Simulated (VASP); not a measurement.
Set up this calculation in VASP 6.6.1, as the native input.

| Item | Value |
| --- | --- |
| Task | single point |
| Functional | PBE |
| Potentials or basis | VASP PAW PBE potentials, release 64 (Mg, As) |
| Cutoff | 520 eV |
| k mesh | 4 × 4 × 4 |
| Occupations | gaussian, width 0.1 eV |
| Spin | no spin polarisation |
| Dipole correction | no |
| Further INCAR settings | ALGO = Normal; EDIFF = 1e-07; NBANDS = 18 |

The structure of Mg2As lies in POSCAR:

```
Mg2As
1.0
    4.5150443395      0.0000000000      0.0000000000
    0.0000000000      4.5150443395      0.0000000000
    0.0000000000      0.0000000000      6.4999261828
Mg As
4 2
Direct
    0.0000000000      0.5000000000      0.2030000000
    0.0000000000      0.5000000000      0.7030000000
    0.5000000000      0.0000000000      0.2970000000
    0.5000000000      0.0000000000      0.7970000000
    0.0000000000      0.0000000000      0.0000000000
    0.5000000000      0.5000000000      0.5000000000
```

The input as run:

INCAR

```
ALGO     = Normal         # electronic algorithm
EDIFF    = 1E-7           # SCF threshold, eV
ENCUT    = 520            # plane-wave cutoff, eV
GGA      = PE             # functional
ISIF     = 2              # what is computed and relaxed
ISMEAR   = 0              # smearing method
LASPH    = T              # aspherical terms in the spheres
LCHARG   = F              # write CHGCAR
LREAL    = F              # projectors in reciprocal space
LWAVE    = F              # write WAVECAR
NBANDS   = 18             # bands
NELM     = 100            # most SCF steps
PREC     = Accurate       # precision mode
SIGMA    = 0.1            # smearing width, eV
```

KPOINTS

```
k-points
0
Gamma
  4 4 4
```

Potentials or basis: VASP PAW PBE potentials, release 64 (Mg, As).

Launch:

```bash
$ cat potpaw_PBE.64/Mg/POTCAR potpaw_PBE.64/As/POTCAR > POTCAR
$ mpirun -np 1 vasp_std > vasp.out
```

It gave:

```
Pressure               : 2.8 GPa
Largest force          : 0.424 eV/Å
Band gap on the k mesh : zero (bands 9 and 10 overlap by 2.04 eV)
```

Wall time 28 s on 1 thread of AMD EPYC 9R45 96-Core Processor (Zen 5) (shared host), peak memory 0.21 GiB.
